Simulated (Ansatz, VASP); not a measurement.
AgBr: VASP beside Ansatz

File INCAR:

```
PREC     = Accurate       # precision mode
ENCUT    = 500            # plane-wave cutoff, eV
EDIFF    = 1E-7           # SCF threshold, eV
ISMEAR   = 0              # smearing method
SIGMA    = 0.02           # smearing width, eV
LREAL    = False          # projectors in reciprocal space
LASPH    = True           # aspherical terms in the spheres
NELM     = 120            # most SCF steps
ALGO     = Normal         # electronic algorithm
ISIF     = 3              # what is computed and relaxed
LWAVE    = False          # write WAVECAR
LCHARG   = False          # write CHGCAR
GGA      = PS             # functional
IBRION   = 2              # ionic algorithm
NSW      = 100            # ionic steps
EDIFFG   = -0.005         # ionic threshold
GGA_COMPAT= False        
NELMIN   = 4
```

File KPOINTS:

```
Automatic mesh
0
Gamma
  10 10 10
```

The input POSCAR:

```
AgBr
1.0
    0.0000000000      2.8701500000      2.8701500000
    2.8701500000      0.0000000000      2.8701500000
    2.8701500000      2.8701500000      0.0000000000
Ag Br
1 1
Direct
    0.0000000000      0.0000000000      0.0000000000
    0.5000000000      0.5000000000      0.5000000000
```

Input for Ansatz:

```yaml
crystal:
  lattice:
    - [0.0, 2.87015, 2.87015]
    - [2.87015, 0.0, 2.87015]
    - [2.87015, 2.87015, 0.0]
  atoms:
    - { symbol: Ag, position: [0.0, 0.0, 0.0] }
    - { symbol: Br, position: [0.5, 0.5, 0.5] }
basis:
  ecutwfc: 420
kpoints:
  mp_grid: { grid: [10, 10, 10] }
hamiltonian:
  xc: pbesol
scf:
  occupations: { method: gaussian, width: 0.02 }
output:
  forces: true
  stress: true
  eigenvalues: true
relax:
  adjacent_minimum: "off"
  f_tol: 0.005
  max_steps: 80
  cell: { stress_tol: 0.05 }
```

Alike in both runs: task relaxation of cell and atoms; functional PBEsol; k mesh 10 × 10 × 10; occupations gaussian, width 0.02 eV; no spin polarisation.

|  | VASP | Ansatz |
| --- | --- | --- |
| version | VASP 6.6.1 | Ansatz 0.2.0 |
| potentials or method | VASP PAW PBE potentials, release 64 (Ag, Br), cutoff 500 eV | scalar-relativistic, plane waves, PAW |
| valence electrons in the cell | 18 | 26 |

```csv
,VASP,Ansatz,Ansatz less VASP
"gap on the k mesh at the Fermi level, each at its own relaxed structure (eV)",0.50,0.50,0.000
relaxed volume (Å³/atom),22.82,22.85,+0.032
relaxed cell length with the largest relative difference (Å),4.011,4.013,+0.0018
```

VASP's potentials were made for PBE, not for PBEsol. VASP's potentials hold 18 valence electrons a cell and Ansatz's 26, so a difference there can come from the potentials and not from the codes.
